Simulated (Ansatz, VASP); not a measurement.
**AgCl in VASP and in Ansatz**

```
CELL_PARAMETERS angstrom
3.43397 0.00000 0.00000
0.00000 3.43397 0.00000
0.00000 0.00000 3.50265
ATOMIC_POSITIONS crystal
Ag 0.00000 0.00000 0.00000
Cl 0.50000 0.50000 0.50000
```

Change from the starting cell: zz strain of +2 %, crystal datasets.

Alike in both runs: task electric field gradients; functional PBE; k mesh 9 × 9 × 9; occupations fermi-dirac, width 0.01 eV; no spin polarisation.

|  | VASP | Ansatz |
| --- | --- | --- |
| version | VASP 6.6.1 | Ansatz 0.2.0 |
| potentials or method | VASP PAW PBE potentials, release 64 (Ag, Cl), cutoff 520 eV | all-electron PAW with datasets made for the crystal, scalar-relativistic |

|  | VASP | Ansatz | Ansatz less VASP |
| --- | --- | --- | --- |
| gap on the k mesh at the Fermi level (eV) | 0.58 | 0.58 | +0.002 |
| pressure (GPa) | -1.1 | -1.0 | +0.12 |
| traceless stress, the component that is largest in VASP (GPa) | -0.61 | -0.61 | +0.001 |
| size of Vzz on the site where it differs most (V/Å²) | 1.9 | 2.5 | +0.59 |

Ansatz ran all-electron here, and VASP with PAW potentials.
